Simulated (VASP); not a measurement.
A run of VASP 6.6.1 is set up as follows.

The input INCAR:

```
PREC = Accurate ; ENCUT = 500
EDIFF = 1E-7 ; ISMEAR = -1
SIGMA = 0.05 ; LREAL = Auto
LASPH = T ; NELM = 120
ALGO = Normal ; ISIF = 8
LWAVE = F ; LCHARG = F
GGA = PS ; IBRION = 2
NSW = 100 ; EDIFFG = -0.03
ISYM = -1 ; GGA_COMPAT = F
NELMIN = 4 ; KPAR = 1
```

Contents of KPOINTS:

```
explicit points
1
Reciprocal
  0.25000000   0.25000000   0.25000000 1
```

File POSCAR:

```
Mg7Cd9Te16
1.0
   12.9341420000      0.0000000000      0.0000000000
    0.0000000000     12.9341420000      0.0000000000
    0.0000000000      0.0000000000     12.9341420000
Cd Mg Te
18 14 32
Direct
    0.9975710000      0.9993360000      0.0005700000
    0.0007870000      0.9991700000      0.4991280000
    0.9984340000      0.5016470000      0.5010030000
    0.4980140000      0.4992840000      0.5005610000
    0.2476910000      0.7495600000      0.0010110000
    0.2504580000      0.7496150000      0.4992510000
    0.7521480000      0.2481650000      0.4993680000
    0.7496540000      0.7535210000      0.4991890000
    0.2482150000      0.0003920000      0.2523770000
    0.2471800000      0.4998310000      0.2519190000
    0.2496810000      0.5010090000      0.7520580000
    0.7463900000      0.0035680000      0.7502880000
    0.0026050000      0.2524970000      0.2508960000
    0.9998150000      0.2523280000      0.7482770000
    0.0013300000      0.7520020000      0.2478720000
    0.5006320000      0.2523340000      0.2486880000
    0.4974610000      0.2499380000      0.7498890000
    0.5012450000      0.7501700000      0.2507010000
    0.9992630000      0.5007300000      0.0021830000
    0.5003160000      0.0005370000      0.9997300000
    0.5007790000      0.9991680000      0.4984490000
    0.5009360000      0.4989660000      0.0002400000
    0.2495070000      0.2484580000      0.9989870000
    0.2502270000      0.2502570000      0.4992520000
    0.7495290000      0.2520360000      0.0000800000
    0.7515920000      0.7474740000      0.0002940000
    0.2510400000      0.0014800000      0.7486910000
    0.7495150000      0.9983330000      0.2486530000
    0.7521280000      0.5021870000      0.2490510000
    0.7503080000      0.5003830000      0.7516740000
    0.9999470000      0.7492350000      0.7502750000
    0.5017280000      0.7510470000      0.7519400000
    0.1232600000      0.1245670000      0.1243870000
    0.1231910000      0.1266770000      0.6244670000
    0.1222640000      0.6247640000      0.1281770000
    0.1264480000      0.6234180000      0.6236700000
    0.6245890000      0.1262340000      0.1251250000
    0.6254900000      0.1233370000      0.6246410000
    0.6240870000      0.6259750000      0.1240170000
    0.6259410000      0.6256020000      0.6258360000
    0.3771350000      0.3766530000      0.1248520000
    0.3765930000      0.3752420000      0.6245790000
    0.3741930000      0.8737610000      0.1293170000
    0.3744520000      0.8748120000      0.6257550000
    0.8760790000      0.3758210000      0.1267180000
    0.8743070000      0.3738050000      0.6224830000
    0.8736060000      0.8758900000      0.1269340000
    0.8763970000      0.8742860000      0.6246180000
    0.3755650000      0.1227930000      0.3754620000
    0.3749110000      0.1279760000      0.8739710000
    0.3778850000      0.6228340000      0.3749260000
    0.3738080000      0.6273680000      0.8760380000
    0.8748770000      0.1267950000      0.3764920000
    0.8758820000      0.1252970000      0.8735120000
    0.8733610000      0.6272940000      0.3743050000
    0.8767450000      0.6245400000      0.8737270000
    0.1250750000      0.3761130000      0.3765700000
    0.1226180000      0.3749710000      0.8763350000
    0.1276550000      0.8744590000      0.3731840000
    0.1254040000      0.8763330000      0.8754500000
    0.6248690000      0.3739920000      0.3755050000
    0.6222380000      0.3765610000      0.8766090000
    0.6271790000      0.8742060000      0.3748410000
    0.6268290000      0.8734770000      0.8748950000
```

Potentials or basis: VASP PAW PBE potentials, release 64 (Cd, Mg, Te).

Run with:

```sh
$ cat potpaw_PBE.64/Cd/POTCAR potpaw_PBE.64/Mg/POTCAR potpaw_PBE.64/Te/POTCAR > POTCAR
$ mpirun -np 4 vasp_std > vasp.out
```

**Question.** Predict the space group after relaxing (to 0.1 Å).

**Answer.** P1 (No. 1).

**Question.** What does it give for the band gap on the k mesh?

**Answer.** 2.14 eV.

**Question.** Estimate the relaxed volume.

**Answer.** 33.91 Å³/atom.

Stress tensor (GPa, compression positive):
```
 0.00 -0.18 -0.17
-0.18  0.01 -0.18
-0.17 -0.18 -0.01
```

Caveat: the PAW data sets were made with another functional, which shifts forces and pressure a little; spin-orbit coupling is left out, which moves the levels of the heavy elements; a shifted mesh leaves out Γ, where band edges can lie. A k mesh can miss the band edges.
